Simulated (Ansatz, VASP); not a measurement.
LaPRuO: VASP beside Ansatz

```xyz
8
Lattice="4.0713 0.0000 0.0000 0.0000 4.0713 0.0000 0.0000 0.0000 8.4937" Properties=species:S:1:pos:R:3 pbc="T T T"
La    0.0000    2.0357    7.2638
La    2.0357    0.0000    1.2299
P     2.0357    0.0000    5.3961
P     0.0000    2.0357    3.0976
Ru    0.0000    0.0000    4.2469
Ru    2.0357    2.0357    4.2469
O     2.0357    2.0357    0.0000
O     0.0000    0.0000    0.0000
```

Alike in both runs: functional PBE; k mesh 6 × 6 × 4; occupations gaussian, width 0.1 eV; no spin polarisation.

Ansatz relaxed the structure, and its values are those at the end. VASP's run is a single point on that final structure, the one shown.

|  | VASP | Ansatz |
| --- | --- | --- |
| version | VASP 6.6.1 | Ansatz 0.2.0 |
| potentials or method | VASP PAW PBE potentials, release 64 (La, P, Ru_pv, O), cutoff 520 eV | scalar-relativistic, plane waves, PAW |
| valence electrons in the cell | 72 | 76 |

|  | VASP | Ansatz | Ansatz less VASP |
| --- | --- | --- | --- |
| gap on the k mesh at the Fermi level (eV) | none | none | - |
| pressure (GPa) | -0.4 | -0.2 | +0.21 |
| rms of the force components (eV/Å) | 0.012 | 0.010 | -0.0020 |

A gap of «none» marks a metal or a gap that the smearing closes. VASP's potentials hold 72 valence electrons a cell and Ansatz's 76, so a difference there can come from the potentials and not from the codes.

Neither program's run includes spin-orbit coupling.
